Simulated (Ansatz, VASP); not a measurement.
Sb5S2: VASP beside Ansatz

Contents of INCAR:

```
PREC = Accurate ; ENCUT = 600
EDIFF = 1E-6 ; ISMEAR = 0
SIGMA = 0.2 ; LREAL = F
LASPH = T ; NELM = 80
ALGO = Normal ; ISIF = 3
LWAVE = F ; LCHARG = F
GGA = PE ; IBRION = 2
NSW = 36 ; EDIFFG = -0.08
```

KPOINTS

```
Automatic mesh
0
Gamma
  3 3 3
```

The input POSCAR:

```
Sb5S2
1.0
    3.1482843400      1.8176628100      6.7900656400
   -3.1482843400      1.8176628100      6.7900656400
    0.0000000000     -3.6353256200      6.7900656400
Sb S
5 2
Direct
    0.5000000000      0.5000000000      0.0000000000
    0.0000000000      0.5000000000      0.5000000000
    0.5000000000      0.0000000000      0.5000000000
    0.0000000000      0.0000000000      0.0000000000
    0.5000000000      0.5000000000      0.5000000000
    0.8314932500      0.8314932500      0.8314932500
    0.1685067500      0.1685067500      0.1685067500
```

Input for Ansatz:

```yaml
crystal:
  lattice:
    - [3.14828434, 1.81766281, 6.79006564]
    - [-3.14828434, 1.81766281, 6.79006564]
    - [0.0, -3.63532562, 6.79006564]
  atoms:
    - { symbol: Sb, position: [0.5, 0.5, 0.0] }
    - { symbol: Sb, position: [0.0, 0.5, 0.5] }
    - { symbol: Sb, position: [0.5, 0.0, 0.5] }
    - { symbol: Sb, position: [0.0, 0.0, 0.0] }
    - { symbol: Sb, position: [0.5, 0.5, 0.5] }
    - { symbol: S, position: [0.83149325, 0.83149325, 0.83149325] }
    - { symbol: S, position: [0.16850675, 0.16850675, 0.16850675] }
basis:
  ecutwfc: 420
kpoints:
  mp_grid: { grid: [3, 3, 3] }
hamiltonian:
  xc: pbe
scf:
  occupations: { method: gaussian, width: 0.2 }
  lower_state_search: "off"
output:
  forces: true
  stress: true
  eigenvalues: true
relax:
  adjacent_minimum: "off"
  f_tol: 0.08
  max_steps: 16
  cell: { stress_tol: 0.8 }
```

Alike in both runs: task relaxation of cell and atoms; functional PBE; k mesh 3 × 3 × 3; occupations gaussian, width 0.2 eV; no spin polarisation.

|  | VASP | Ansatz |
| --- | --- | --- |
| version | VASP 6.6.1 | Ansatz 0.2.0 |
| potentials or method | VASP PAW PBE potentials, release 64 (Sb, S), cutoff 600 eV | scalar-relativistic, plane waves, PAW |
| valence electrons in the cell | 37 | 87 |

|  | VASP | Ansatz | Ansatz less VASP |
| --- | --- | --- | --- |
| gap on the k mesh at the Fermi level, each at its own relaxed structure (eV) | none | none | - |
| relaxed volume (Å³/atom) | 28.14 | 28.06 | -0.084 |
| relaxed cell length with the largest relative difference (Å) | 6.154 | 6.149 | -0.0047 |

A gap of «none» marks a metal or a gap that the smearing closes. VASP's potentials hold 37 valence electrons a cell and Ansatz's 87, so a difference there can come from the potentials and not from the codes.

The k mesh is coarse, so the values compare programs but aren't converged. Spin-orbit coupling is off throughout. Noted on VASP's run: the volume moved by over 15 % at a fixed basis, so the end points are rough.
